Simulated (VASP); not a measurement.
A run of VASP 6.6.1 is set up as follows.

INCAR

```
SYSTEM = Si5Ge
ALGO = Normal
EDIFF = 1E-6
ENCUT = 520
GGA = PE
ISIF = 2
ISMEAR = 0
LASPH = .TRUE.
LCHARG = .FALSE.
LREAL = .FALSE.
LWAVE = .FALSE.
NBANDS = 26
NELM = 60
PREC = Accurate
SIGMA = 0.1
```

File KPOINTS:

```
k-points
0
G
  6 6 4
  0 0 0
```

The input POSCAR:

```
Si5Ge
1.0
    4.6946133100      0.0000000000      0.0000000000
   -2.3473066500      4.0656543800      0.0000000000
    0.0000000000      0.0000000000      5.7572929000
Si Ge
5 1
Direct
    0.0000000000      0.0000000000      0.0000000000
    0.3333333300      0.6666666700      0.2753366800
    0.6666666700      0.3333333300      0.2753366800
    0.6666666700      0.3333333300      0.7246633200
    0.3333333300      0.6666666700      0.7246633200
    0.0000000000      0.0000000000      0.5000000000
```

Potentials or basis: VASP PAW PBE potentials, release 64 (Si, Ge_d).

Run with:

```sh
$ cat potpaw_PBE.64/Si/POTCAR potpaw_PBE.64/Ge_d/POTCAR > POTCAR
$ mpirun -np 1 vasp_std > vasp.out
```

**Question.** Estimate the pressure.

**Answer.** -8.4 GPa.

**Question.** Estimate the band gap on the k mesh.

**Answer.** Zero (bands 17 and 18 overlap by 3.03 eV).

Forces in eV/Å, atoms in the order of the input:
```
Si   0.000  0.000  0.000
Si   0.000  0.000 -0.210
Si   0.000  0.000 -0.210
Si   0.000  0.000  0.210
Si   0.000  0.000  0.210
Ge   0.000  0.000  0.000
```

Caveat: the stress differs along the axes, from -12 to -7 GPa.
